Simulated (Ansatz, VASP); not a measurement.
One calculation of AlGaN2, two programs

File INCAR:

```
PREC     = Accurate       # precision mode
ENCUT    = 520            # plane-wave cutoff, eV
EDIFF    = 1E-6           # SCF threshold, eV
ISMEAR   = 0              # smearing method
SIGMA    = 0.05           # smearing width, eV
LREAL    = False          # projectors in reciprocal space
LASPH    = True           # aspherical terms in the spheres
NELM     = 80             # most SCF steps
ALGO     = Normal         # electronic algorithm
ISIF     = 2              # what is computed and relaxed
LWAVE    = False          # write WAVECAR
LCHARG   = False          # write CHGCAR
GGA      = CA             # functional
NBANDS   = 36             # bands
```

KPOINTS

```
Automatic mesh
0
Gamma
  8 8 4
```

File POSCAR:

```
AlGaN2
1.0
    3.1152864669      0.0000000000      0.0000000000
    0.0000000000      3.1152864669      0.0000000000
    0.0000000000      0.0000000000      8.7686604015
Al Ga N
2 2 4
Direct
    0.5000000000      0.5000000000      0.2500000000
    0.5000000000      0.5000000000      0.7500000000
    0.0000000000      0.0000000000      0.5000000000
    0.0000000000      0.0000000000      0.0000000000
    0.5000000000      0.0000000000      0.3700256627
    0.5000000000      0.0000000000      0.8700256627
    0.0000000000      0.5000000000      0.1299743373
    0.0000000000      0.5000000000      0.6299743373
```

Input for Ansatz:

```yaml
crystal:
  lattice:
    - [3.1152864669, 0.0, 0.0]
    - [0.0, 3.1152864669, 0.0]
    - [0.0, 0.0, 8.7686604015]
  atoms:
    - { symbol: Al, position: [0.5, 0.5, 0.25] }
    - { symbol: Al, position: [0.5, 0.5, 0.75] }
    - { symbol: Ga, position: [0.0, 0.0, 0.5] }
    - { symbol: Ga, position: [0.0, 0.0, 0.0] }
    - { symbol: "N", position: [0.5, 0.0, 0.3700256627] }
    - { symbol: "N", position: [0.5, 0.0, 0.8700256627] }
    - { symbol: "N", position: [0.0, 0.5, 0.1299743373] }
    - { symbol: "N", position: [0.0, 0.5, 0.6299743373] }
basis:
  ecutwfc: 420
kpoints:
  mp_grid: { grid: [8, 8, 4] }
hamiltonian:
  xc: lda
scf:
  occupations: { method: gaussian, width: 0.05 }
output:
  forces: true
  stress: true
  eigenvalues: true
```

Alike in both runs: task single point; functional LDA; k mesh 8 × 8 × 4; occupations gaussian, width 0.05 eV; no spin polarisation.

|  | VASP | Ansatz |
| --- | --- | --- |
| version | VASP 6.6.1 | Ansatz 0.2.0 |
| potentials or method | VASP PAW LDA potentials, release 64 (Al, Ga_d, N), cutoff 520 eV | scalar-relativistic, plane waves, PAW |
| valence electrons in the cell | 52 | 52 |

```tsv
	VASP	Ansatz	Ansatz less VASP
gap on the k mesh at the Fermi level (eV)	3.07	3.05	-0.011
least direct gap on the mesh (eV)	3.07	3.05	-0.011
pressure (GPa)	0.9	0.0	-0.87
rms of the force components (eV/Å)	0.013	0.000	-0.0125
```

LDA's correlation is that of Perdew and Zunger in VASP and of Perdew and Wang (1992) in Ansatz. Atom by atom the forces differ by 0.013 eV/Å (rms over components).
